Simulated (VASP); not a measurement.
Write the native input for VASP 6.6.1 that does the following.

```
Task                   : single point
Functional             : PBE
Dispersion             : D3(BJ)
Potentials or basis    : VASP PAW PBE potentials, release 64 (Zn, O)
Cutoff                 : 520 eV
k mesh                 : 8 × 8 × 8
Occupations            : gaussian, width 0.1 eV
Spin                   : no spin polarisation
Dipole correction      : no
Further INCAR settings : ALGO = Normal; EDIFF = 1e-06; NBANDS = 16
```

The structure of ZnO lies in POSCAR:

```
ZnO
1.0
    0.0000000000      2.1694420000      2.1694420000
    2.1694420000      0.0000000000      2.1694420000
    2.1694420000      2.1694420000      0.0000000000
Zn O
1 1
Direct
    0.0000000000      0.0000000000      0.0000000000
    0.5000000000      0.5000000000      0.5000000000
```

These files were run (other wordings do the same):

INCAR

```
ALGO = Normal ; EDIFF = 1E-6
ENCUT = 520 ; GGA = PE
ISIF = 2 ; ISMEAR = 0
IVDW = 12 ; LASPH = T
LCHARG = T ; LELF = T
LREAL = F ; LVHAR = T
LWAVE = F ; NBANDS = 16
NELM = 80 ; PREC = Accurate
SIGMA = 0.1
```

KPOINTS

```
k-points
0
Gamma
  8 8 8
```

Potentials or basis: VASP PAW PBE potentials, release 64 (Zn, O).

Command:

```console
$ cat potpaw_PBE.64/Zn/POTCAR potpaw_PBE.64/O/POTCAR > POTCAR
$ mpirun -np 1 vasp_std > vasp.out
```

Results of the run:

```json
{
 "Pressure": "-4.3 GPa",
 "Band gap on the k mesh": "0.69 eV, indirect (least direct gap 1.91 eV)",
 "Dispersion energy per atom": "-0.261 eV"
}
```

Run time: 5 s on 1 thread of Intel Xeon 6975P-C (shared host), peak memory 0.15 GiB.
